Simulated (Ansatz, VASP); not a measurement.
**Two plane-wave programs on MgO**

File INCAR:

```
ALGO     = Normal         # electronic algorithm
EDIFF    = 1E-6           # SCF threshold, eV
ENCUT    = 840            # plane-wave cutoff, eV
GGA      = PE             # functional
GGA_COMPAT= F            
ISIF     = 2              # what is computed and relaxed
ISMEAR   = 0              # smearing method
IVDW     = 12             # dispersion correction
LASPH    = T              # aspherical terms in the spheres
LCHARG   = F              # write CHGCAR
LREAL    = F              # projectors in reciprocal space
LWAVE    = F              # write WAVECAR
NBANDS   = 15             # bands
NELM     = 120            # most SCF steps
PREC     = Accurate       # precision mode
SIGMA    = 0.1            # smearing width, eV
```

Contents of KPOINTS:

```
k-points
0
Gamma
  8 8 8
```

Contents of POSCAR:

```
MgO
1.0
    0.0000000000      2.1100000000      2.1100000000
    2.1100000000      0.0000000000      2.1100000000
    2.1100000000      2.1100000000      0.0000000000
Mg O
1 1
Direct
    0.0000000000      0.0000000000      0.0000000000
    0.5000000000      0.5000000000      0.5000000000
```

Input for Ansatz:

```yaml
crystal:
  lattice:
    - [0.0, 2.11, 2.11]
    - [2.11, 0.0, 2.11]
    - [2.11, 2.11, 0.0]
  atoms:
    - { symbol: Mg, position: [0.0, 0.0, 0.0] }
    - { symbol: O, position: [0.5, 0.5, 0.5] }
basis:
  ecutwfc: 420
kpoints:
  mp_grid: { grid: [8, 8, 8] }
hamiltonian:
  xc: pbe
  dispersion: d3bj
  pseudopotentials: { kind: paw, azcp: { folder: soft_1 } }
scf:
  occupations: { method: gaussian, width: 0.1 }
output:
  forces: true
  stress: true
  eigenvalues: true
```

Alike in both runs: task single point; functional PBE; dispersion D3(BJ); k mesh 8 × 8 × 8; occupations gaussian, width 0.1 eV; no spin polarisation.

|  | VASP | Ansatz |
| --- | --- | --- |
| version | VASP 6.6.1 | Ansatz 0.2.0 |
| potentials or method | VASP PAW PBE potentials, release 64 (Mg_sv, O), cutoff 840 eV | scalar-relativistic, plane waves, PAW |
| valence electrons in the cell | 16 | 16 |

|  | VASP | Ansatz | Ansatz less VASP |
| --- | --- | --- | --- |
| gap on the k mesh at the Fermi level (eV) | 4.69 | 4.69 | +0.006 |
| least direct gap on the mesh (eV) | 4.69 | 4.69 | +0.006 |
| pressure (GPa) | -1.3 | -1.3 | -0.02 |
